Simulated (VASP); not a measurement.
# ZnCo (P-6m2) in VASP: notebook

Runs on ZnCo. Level: LDA. Tasks: single point.

All numbers are computed with VASP 6.6.1; they aren't measurements. Logs are shortened: lines on timing, memory, paths and dates and some standing lists are left out, and cuts for length are marked.

## (1) The cell of the first run

It takes space group P-6m2 (No. 187, hexagonal). The conventional cell has a = 2.585 Å, b = 2.585 Å, c = 4.137 Å, α = 90.00°, β = 90.00°, γ = 120.00°. Within 3.4 Å of Zn (site symmetry -6m2) lie 6 Co at 2.55 Å and 6 Zn at 2.59 Å. Within 3.4 Å of Co (site symmetry -6m2) lie 6 Zn at 2.55 Å and 6 Co at 2.59 Å.

## (2) Single point, LDA, collinear spin, ferromagnetic start

INCAR reads:

```
  ALGO = Normal
  EDIFF = 1E-6
  ENCUT = 520
  ISIF = 2
  ISMEAR = -1
  ISPIN = 2
  LASPH = True
  LCHARG = True
  LELF = True
  LMAXMIX = 4
  LORBIT = 11
  LREAL = False
  LVHAR = True
  LWAVE = False
  MAGMOM = 0 1.8
  NBANDS = 22
  NELM = 150
  PREC = Accurate
  SIGMA = 0.1
```

KPOINTS reads:

```
k-points
0
Gamma
  13 13 7
```

POSCAR reads:

```
ZnCo
1.0
    2.5853135187      0.0000000000      0.0000000000
   -1.2926567594      2.2389469684      0.0000000000
    0.0000000000      0.0000000000      4.1366251829
Zn Co
1 1
Direct
    0.6666666667      0.3333333333      0.0000000000
    0.0000000000      0.0000000000      0.5000000000
```

Potentials or basis: VASP PAW LDA potentials, release 64 (Zn, Co).

Command:

```console
$ cat potpaw_LDA.64/Zn/POTCAR potpaw_LDA.64/Co/POTCAR > POTCAR
$ mpirun -np 1 vasp_std > vasp.out
```

OUTCAR:

```text
EDIFF = 1E-6
   ENCUT = 520
   ISIF = 2
   ISMEAR = -1
   ISPIN = 2
   LASPH = True
   LORBIT = 11
   LREAL = False
   NELM = 150
   PREC = Accurate

 ion  position               nearest neighbor table
   1  0.667  0.333  0.000-   2 2.55   2 2.55   2 2.55   2 2.55   2 2.55   2 2.55
   2  0.000  0.000  0.500-   1 2.55   1 2.55   1 2.55   1 2.55   1 2.55   1 2.55

  LATTYP: Found a hexagonal cell.
 ALAT       =     2.5853135187
 C/A-ratio  =     1.6000477903

  Lattice vectors:

 A1 = (   2.5853135187,   0.0000000000,   0.0000000000)
 A2 = (  -1.2926567594,   2.2389469684,   0.0000000000)
 A3 = (   0.0000000000,   0.0000000000,   4.1366251829)

Analysis of symmetry for initial positions (statically):
=====================================================================
 Subroutine PRICEL returns:
 Original cell was already a primitive cell.

 Routine SETGRP: Setting up the symmetry group for a
 hexagonal supercell.

 Subroutine GETGRP returns: Found 12 space group operations
 (whereof 12 operations were pure point group operations)
 out of a pool of 24 trial point group operations.

The static configuration has the point symmetry D_3h.

Analysis of symmetry for dynamics (positions and initial velocities):
=====================================================================
 Subroutine PRICEL returns:
 Original cell was already a primitive cell.

 Routine SETGRP: Setting up the symmetry group for a
 hexagonal supercell.

 Subroutine GETGRP returns: Found 12 space group operations
 (whereof 12 operations were pure point group operations)
 out of a pool of 24 trial point group operations.

The dynamic configuration has the point symmetry D_3h.

Analysis of structural, dynamic, and magnetic symmetry:
=====================================================================
 Subroutine PRICEL returns:
 Original cell was already a primitive cell.

 Routine SETGRP: Setting up the symmetry group for a
 hexagonal supercell.

 Subroutine GETGRP returns: Found 12 space group operations
 (whereof 12 operations were pure point group operations)
 out of a pool of 24 trial point group operations.

The overall configuration has the point symmetry D_3h.

 Subroutine INISYM returns: Found 12 space group operations
 (whereof 12 operations are pure point group operations),
 and found     1 'primitive' translations

----------------------------------------------------------------------------------------

                                     Primitive cell

  volume of cell :      23.9444

  direct lattice vectors                    reciprocal lattice vectors
     2.585313519  0.000000000  0.000000000     0.386800283  0.223319269  0.000000000
    -1.292656759  2.238946968  0.000000000     0.000000000  0.446638538  0.000000000
     0.000000000  0.000000000  4.136625183     0.000000000  0.000000000  0.241742956

  length of vectors
     2.585313519  2.585313332  4.136625183     0.446638505  0.446638538  0.241742956

  position of ions in fractional coordinates (direct lattice)
     0.666666667  0.333333333  0.000000000
     0.000000000  0.000000000  0.500000000

  ion indices of the primitive-cell ions
   primitive index   ion index
                 1           1
                 2           2

----------------------------------------------------------------------------------------

 KPOINTS: k-points

Automatic generation of k-mesh.
 Grid dimensions read from file:
 generate k-points for:   13   13    7

 Generating k-lattice:

  Cartesian coordinates                     Fractional coordinates (reciprocal lattice)
     0.029753868  0.017178405  0.000000000     0.076923077  0.000000000  0.000000000
     0.000000000  0.034356811  0.000000000     0.000000000  0.076923077  0.000000000
     0.000000000  0.000000000  0.034534708     0.000000000  0.000000000  0.142857143

  Length of vectors
     0.034356808  0.034356811  0.034534708

  Shift w.r.t. Gamma in fractional coordinates (k-lattice)
     0.000000000  0.000000000  0.000000000

 Subroutine IBZKPT returns following result:
 ===========================================

 Found     84 irreducible k-points:

 Following reciprocal coordinates:
            Coordinates               Weight
  0.000000  0.000000  0.000000      1.000000
  0.076923 -0.000000  0.000000      6.000000
  0.153846  0.000000  0.000000      6.000000
  0.230769  0.000000  0.000000      6.000000
  0.307692  0.000000  0.000000      6.000000
  0.384615  0.000000  0.000000      6.000000
[... 16 lines left out ...]
  0.076923 -0.000000  0.142857     12.000000
  0.153846  0.000000  0.142857     12.000000
 [... further k-points ...]
   k-points           NKPTS =     84   k-points in BZ     NKDIM =     84   number of bands    NBANDS=     22
   number of dos      NEDOS =    301   number of ions     NIONS =      2
   total plane-waves  NPLWV =  12800
   dimension x,y,z NGX =    20 NGY =   20 NGZ =   32
   dimension x,y,z NGXF=    40 NGYF=   40 NGZF=   64
   ions per type =               1   1
   NGX,Y,Z   is equivalent  to a cutoff of  12.86, 12.86, 12.86 a.u.
   NGXF,Y,Z  is equivalent  to a cutoff of  25.72, 25.72, 25.72 a.u.
 SYSTEM =  unknown system
   PREC   = accura    normal or accurate (medium, high low for compatibility)
   ISTART =      0    job   : 0-new  1-cont  2-samecut
   ICHARG =      2    charge: 1-file 2-atom 10-const
   ISPIN  =      2    spin polarized calculation?
   LNONCOLLINEAR =      F non collinear calculations
   LSORBIT =      F    spin-orbit coupling
   LASPH  =      T    aspherical Exc in radial PAW
   ENCUT  =  520.0 eV  38.22 Ry    6.18 a.u.   4.81  4.81  7.69*2*pi/ulx,y,z
   NELM   =    150;   NELMIN=  2; NELMDL= -5     # of ELM steps
   EDIFF  = 0.1E-05   stopping-criterion for ELM
   LREAL  =      F    real-space projection
   EDIFFG = 0.1E-04   stopping-criterion for IOM
   NSW    =      0    number of steps for IOM
   IBRION =     -1    ionic relax: 0-MD 1-quasi-New 2-CG
   NFREE  =      0    steps in history (QN), initial steepest desc. (CG)
   ISIF   =      2    stress and relaxation
   ISYM   =      2    0-nonsym 1-usesym 2-fastsym
   POTIM  = 0.5000    time-step for ionic-motion
   TEBEG  =    0.0;   TEEND  =   0.0 temperature during run
   PSTRESS=    0.0 pullay stress
   NELECT =      21.0000    total number of electrons
   NUPDOWN=      -1.0000    fix difference up-down
   EMIN   =  10.00;   EMAX   =-10.00  energy-range for DOS
   EFERMI =   0.00;   METHOD = LEGACY
   ISMEAR =    -1;   SIGMA  =   0.10  broadening in eV -4-tet -1-fermi 0-gaus
   EFERMI_NEDOS =   21; number of points for ismear=-14 and -15
   IALGO  =     38    algorithm
   IMIX   =      4    mixing-type and parameters
     AMIX     =   0.40;   BMIX     =  1.00
     AMIX_MAG =   1.60;   BMIX_MAG =  1.00
  volume/ion in A,a.u.               =      11.97        80.79
  Fermi-wavevector in a.u.,A,eV,Ry     =   1.567040  2.961277 33.410679  2.455616
  Thomas-Fermi vector in A             =   2.669279
   LORBIT       =     11    0 simple, 1 ext, 2 COOP (PROOUT), +10 PAW based schemes
   GGA     = CA    functional components
   LHFCALC =     F    Hartree Fock is set to
   AEXX    =    0.0000 exact exchange contribution
   IVDW    =     0    specifies the selected vdW correction
   LEPSILON=     F    determine dielectric tensor
   LRPA    =     F    only Hartree local field effects (RPA)
 spin polarized calculation
  energy-cutoff  :      520.00
  volume of cell :       23.94
 maximum number of plane-waves:       663
 NGX is ok and might be reduce to    20
   NGX =  9   NGY =  9   NGZ = 15

 number of electron      20.9999988 magnetization       1.0596892

 Free energy of the ion-electron system (eV)
  ---------------------------------------------------
  ext. energy  EPLUGINS =         0.00000000
  ---------------------------------------------------
  free energy    TOTEN  =        -9.96422442 eV

  energy without entropy =       -9.88469724  energy(sigma->0) =       -9.92446083

 E-fermi :   6.2646     XC(G=0): -13.1902

 val. band max:        6.2597972222   @ k =   0.3077   0.0769   0.0000
 cond. band min:       6.2662618380   @ k =   0.3077   0.0000   0.2857
 fundamental gap:      0.0064646158
 Fermi energy:         6.2646252504

 spin component 1

 k-point     1 :       0.0000    0.0000    0.0000
  band No.  band energies     occupation
      1      -4.0129      1.00000
      2      -1.7360      1.00000
      3      -1.2273      1.00000
      4      -1.2273      1.00000
      5      -0.6383      1.00000
      6      -0.6383      1.00000
[... 14 lines left out ...]
     21      34.4175      0.00000
     22      34.4190      0.00000
[... 552 lines left out ...]
  band No.  band energies     occupation
      1      -3.1302      1.00000
      2      -1.5434      1.00000
      3      -1.3109      1.00000
      4      -1.0473      1.00000
      5      -0.8840      1.00000
      6      -0.6803      1.00000
[... 14 lines left out ...]
     21      31.4503      0.00000
     22      33.0182      0.00000

 [... further k-points ...]

 spin component 2

 k-point     1 :       0.0000    0.0000    0.0000
  band No.  band energies     occupation
      1      -3.9933      1.00000
      2      -1.7317      1.00000
      3      -1.2328      1.00000
      4      -1.2328      1.00000
      5      -0.6409      1.00000
      6      -0.6409      1.00000
[... 14 lines left out ...]
     21      34.4309      0.00000
     22      34.4367      0.00000
[... 552 lines left out ...]
  band No.  band energies     occupation
      1      -3.1111      1.00000
      2      -1.5406      1.00000
      3      -1.3156      1.00000
      4      -1.0522      1.00000
      5      -0.8871      1.00000
      6      -0.6818      1.00000
[... 14 lines left out ...]
     21      31.5251      0.00000
     22      33.1142      0.00000

 [... further k-points ...]

------------------------ aborting loop because EDIFF is reached ----------------------------------------

  FORCE on cell =-STRESS in cart. coord.  units (eV):
  Direction    XX          YY          ZZ          XY          YZ          ZX
  --------------------------------------------------------------------------------------
  -------------------------------------------------------------------------------------
  Total       -1.6313676     -1.6313672     -1.7768593      0.0000000      0.0000000      0.0000000
  in kB     -109.1589144   -109.1588934   -118.8941357      0.0000000      0.0000000      0.0000000
  external PRESSURE =    -112.4039812 kB  Pullay stress =       0.0000000 kB

 VOLUME and BASIS-vectors are now :
 -----------------------------------------------------------------------------
  energy-cutoff  :      520.00
  volume of cell :       23.94
      direct lattice vectors                 reciprocal lattice vectors
     2.585313519  0.000000000  0.000000000     0.386800283  0.223319269  0.000000000
    -1.292656759  2.238946968  0.000000000     0.000000000  0.446638538  0.000000000
     0.000000000  0.000000000  4.136625183     0.000000000  0.000000000  0.241742956

 POSITION                                       TOTAL-FORCE (eV/Angst)
 -----------------------------------------------------------------------------------
      1.29266      0.74632      0.00000         0.000000      0.000000      0.000000
      0.00000      0.00000      2.06831        -0.000000     -0.000000      0.000000
 -----------------------------------------------------------------------------------
    total drift:                               -0.000000     -0.000001      0.000000

  FREE ENERGIE OF THE ION-ELECTRON SYSTEM (eV)
  ---------------------------------------------------
  free  energy   TOTEN  =        -9.9642244201 eV

  energy  without entropy=       -9.8846972371  energy(sigma->0) =       -9.92446083

 total charge

# of ion       s       p       d       tot
------------------------------------------
    1        0.631   0.585   9.748  10.964
    2        0.429   0.442   7.317   8.187
--------------------------------------------------
tot          1.060   1.027  17.065  19.151

 magnetization (x)

# of ion       s       p       d       tot
------------------------------------------
    1       -0.009  -0.018  -0.000  -0.027
    2       -0.003  -0.016   1.124   1.105
--------------------------------------------------
tot         -0.012  -0.035   1.124   1.078
```

Wall time 44 s (1 thread of Intel Xeon 6975P-C (Granite Rapids), shared host); peak memory 0.18 GiB.

Results:

```yaml
Free_energy: -9.9642 eV
Pressure: -11.2 GPa
Net_moment: 1.06 μB per cell
Site_moments: Zn -0.03; Co +1.10 μB
Valence_electrons_inside_the_program's_atomic_spheres: Zn 10.96; Co 8.19
```

Stress tensor (GPa, compression positive):
```
-10.92   0.00   0.00
  0.00 -10.92   0.00
  0.00   0.00 -11.89
```

Levels at points of the mesh, in eV from the Fermi level:
Spin up:
```tsv
k point	band 9	band 10	band 11	band 12	band 13	band 14
(0.00, 0.00, 0.00)	-1.82	-1.49	-0.85	-0.85	3.52	19.73
```
Spin down:
| k point | band 8 | band 9 | band 10 | band 11 | band 12 | band 13 |
| --- | --- | --- | --- | --- | --- | --- |
| (0.00, 0.00, 0.00) | -1.46 | -0.81 | -0.81 | 0.28 | 0.28 | 3.94 |

Caveat: the cell stands under tension.

## (3) Single point, LDA, collinear spin, ferromagnetic start

This run uses another cell than the first one, of 12.28 Å³/atom.

INCAR reads:

```
PREC = Accurate
ENCUT = 520
EDIFF = 1E-6
ISMEAR = -1
SIGMA = 0.1
LREAL = F
LASPH = T
NELM = 150
ALGO = Normal
ISIF = 2
LWAVE = F
LCHARG = F
ISPIN = 2
MAGMOM = 0 1.8
LORBIT = 11
LMAXMIX = 4
NBANDS = 22
```

KPOINTS reads:

```
regular mesh
0
Gamma
  13 13 7
```

POSCAR reads:

```
ZnCo
1.0
    2.6072240000      0.0000000000      0.0000000000
   -1.3036120000      2.2579220000      0.0000000000
    0.0000000000      0.0000000000      4.1716830000
Zn Co
1 1
Direct
    0.6666666667      0.3333333333      0.0000000000
    0.0000000000      0.0000000000      0.5000000000
```

Potentials or basis: VASP PAW LDA potentials, release 64 (Zn, Co).

Command:

```console
$ cat potpaw_LDA.64/Zn/POTCAR potpaw_LDA.64/Co/POTCAR > POTCAR
$ mpirun -np 1 vasp_std > vasp.out
```

Wall time 42 s (1 thread of Intel Xeon 6975P-C (Granite Rapids), shared host); peak memory 0.18 GiB.

The run converged. Its results:

* Free energy: -9.9152 eV
* Pressure: -14.2 GPa
* Net moment: 1.13 μB per cell
* Site moments: Zn -0.03; Co +1.18 μB
* Valence electrons inside the program's atomic spheres: Zn 10.93; Co 8.14

Stress tensor (GPa, compression positive):
```
-13.92   0.00   0.00
  0.00 -13.92   0.00
  0.00   0.00 -14.89
```

Levels at points of the mesh, in eV from the Fermi level:
Spin up:
| k point | band 8 | band 9 | band 10 | band 11 | band 12 | band 13 | band 14 | band 15 |
| --- | --- | --- | --- | --- | --- | --- | --- | --- |
| (0.00, 0.00, 0.00) | -1.83 | -1.83 | -1.44 | -0.91 | -0.91 | 3.35 | 19.33 | 19.33 |
Spin down:
| k point | band 7 | band 8 | band 9 | band 10 | band 11 | band 12 | band 13 | band 14 |
| --- | --- | --- | --- | --- | --- | --- | --- | --- |
| (0.00, 0.00, 0.00) | -2.71 | -1.41 | -0.75 | -0.75 | 0.28 | 0.28 | 3.79 | 19.39 |

Caveat: the cell stands under tension.

(Part 1 of 3 ends here.)
